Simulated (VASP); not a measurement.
Here is a VASP 6.6.1 calculation.

Contents of INCAR:

```
SYSTEM = ZnS
PREC     = Accurate       ! precision mode
ENCUT    = 520            ! plane-wave cutoff, eV
EDIFF    = 1E-7           ! SCF threshold, eV
ISMEAR   = 0              ! smearing method
SIGMA    = 0.05           ! smearing width, eV
LREAL    = .False.        ! projectors in reciprocal space
LASPH    = .True.         ! aspherical terms in the spheres
NELM     = 100            ! most SCF steps
ALGO     = Normal         ! electronic algorithm
ISIF     = 2              ! what is computed and relaxed
LWAVE    = .False.        ! write WAVECAR
LCHARG   = .False.        ! write CHGCAR
GGA      = PE             ! functional
NBANDS   = 46             ! bands
```

File KPOINTS:

```
Automatic mesh
0
Gamma
  6 6 6
  0 0 0
```

Contents of POSCAR:

```
ZnS
1.0
    5.4431279680      0.0000000000      0.0000000000
    0.0000000000     -5.4431279680      0.0000000000
    0.0000000000      0.0000000000     -5.4431279680
Zn S
4 4
Direct
    0.0146146689      0.0146146689      0.0000000000
    0.5000000000      0.5000000000      0.0000000000
    0.5000000000      0.0000000000      0.5000000000
    0.0000000000      0.5000000000      0.5000000000
    0.7500000000      0.7500000000      0.7500000000
    0.2500000000      0.2500000000      0.7500000000
    0.2500000000      0.7500000000      0.2500000000
    0.7500000000      0.2500000000      0.2500000000
```

Potentials or basis: VASP PAW PBE potentials, release 64 (Zn, S).

The run is started by

```console
$ cat potpaw_PBE.64/Zn/POTCAR potpaw_PBE.64/S/POTCAR > POTCAR
$ mpirun -np 1 vasp_std > vasp.out
```

(1) What does it give for the band gap on the k mesh?

(2) What does it give for the largest force?

(3) What does it give for the pressure?

## Answers

(1) 1.99 eV.

(2) 0.735 eV/Å.

(3) 0.3 GPa.

Caveat: the cell differs from its parent crystal (atom 1 (Zn) moved +0.113 Å along Cartesian [1 -1 0]).
